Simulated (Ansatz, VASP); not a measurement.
Al in VASP and in Ansatz

Contents of POSCAR:

```
Al
1.0
    2.8080863938      0.0000000000      0.0000000000
   -1.4040431969      2.4318741530      0.0000000000
    0.0000000000      0.0000000000      4.6890806101
Al
2
Direct
    0.6666666667      0.3333333333      0.7500000000
    0.3333333333      0.6666666667      0.2500000000
```

Contents of INCAR.step1:

```
ALGO = Normal ; EDIFF = 1E-4
ENCUT = 520 ; GGA = PE
ISMEAR = 0 ; LASPH = T
LCHARG = F ; LREAL = F
LWAVE = T ; NBANDS = 10
NELM = 60 ; PREC = Accurate
SIGMA = 0.15
```

The input INCAR.step2:

```
ALGO = Normal ; EDIFF = 1E-7
ENCUT = 520 ; ISIF = 2
ISMEAR = 0 ; ISTART = 1
LASPH = T ; LCHARG = F
LMIXTAU = T ; LREAL = F
LWAVE = F ; METAGGA = R2SCAN
NBANDS = 10 ; NELM = 60
PREC = Accurate ; SIGMA = 0.15
```

File KPOINTS:

```
k-points
0
Gamma
  30 30 14
```

Input for Ansatz:

```yaml
crystal:
  lattice:
    - [2.8080863938, 0.0, 0.0]
    - [-1.4040431969, 2.431874153, 0.0]
    - [0.0, 0.0, 4.6890806101]
  atoms:
    - { symbol: Al, position: [0.6666666667, 0.3333333333, 0.75] }
    - { symbol: Al, position: [0.3333333333, 0.6666666667, 0.25] }
basis:
  ecutwfc: 500
kpoints:
  mp_grid: { grid: [30, 30, 14] }
hamiltonian:
  xc: r2scan
scf:
  occupations: { method: gaussian, width: 0.15 }
output:
  forces: true
  stress: true
  eigenvalues: true
  write_density: true
  write_potential: true
  elf: true
  volumetric_format: npy
```

Alike in both runs: task single point; functional r2SCAN; k mesh 30 × 30 × 14; occupations gaussian, width 0.15 eV; no spin polarisation.

```csv
,VASP,Ansatz
version,VASP 6.6.1,Ansatz 0.2.0
potentials or method,"VASP PAW PBE potentials, release 64 (Al), cutoff 520 eV","scalar-relativistic, plane waves, PAW"
valence electrons in the cell,6,6
```

|  | VASP | Ansatz | Ansatz less VASP |
| --- | --- | --- | --- |
| gap on the k mesh at the Fermi level (eV) | none | none | - |
| pressure (GPa) | -0.3 | 0.1 | +0.32 |
| traceless stress, the component that is largest in VASP (GPa) | -0.69 | -0.69 | 0.000 |

VASP's potentials were made for PBE, not for r2SCAN. A gap of «none» marks a metal or a gap that the smearing closes. The functional is the same, so the differences come from potentials, cutoffs and numerics.
